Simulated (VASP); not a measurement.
Li: single point with PBE

Li:

```xyz
2
Lattice="3.0646 0.0000 0.0000 -1.5323 2.6541 0.0000 0.0000 0.0000 4.9647" Properties=species:S:1:pos:R:3 pbc="T T T"
Li   -0.2298    1.6367    0.8688
Li    1.7622    1.0174    4.0959
```

This cell differs from its parent crystal: shortest bond scaled by 0.7.

```
Program                : VASP 6.6.1
Task                   : single point
Functional             : PBE
Potentials or basis    : VASP PAW PBE potentials, release 64 (Li_sv)
Cutoff                 : 520 eV
k mesh                 : 11 × 11 × 6
Occupations            : fermi-dirac, width 0.05 eV
Spin                   : no spin polarisation
Dipole correction      : no
Further INCAR settings : ALGO = Normal; EDIFF = 1e-07; NBANDS = 10
```

```json
{
  "Largest force": "1.381 eV/Å",
  "Band gap on the k mesh": "zero (bands 3 and 4 overlap by 3.38 eV)"
}
```

Forces on the atoms (eV/Å):
```
Li   0.320  0.185  1.330
Li  -0.320 -0.185 -1.330
```

Levels at points of the mesh, in eV from the Fermi level:
```
           k point  band 1  band 2  band 3  band 4  band 5  band 6
(0.00, 0.00, 0.00)  -46.64  -46.52   -3.40    0.60    2.46   11.67
(0.00, 0.00, 0.50)  -46.64  -46.52   -2.50   -1.94    6.55    9.81
```

Run time: 38 s on 1 thread of Intel(R) Xeon(R) Platinum 8259CL CPU @ 2.50GHz (Skylake/Cascade Lake), with other jobs on the host, peak memory 0.19 GiB.

Caveat: the cell differs from its parent crystal (shortest bond scaled by 0.7); forces of over 1 eV/Å act on the atoms, so gaps and moduli don't describe the material at rest.
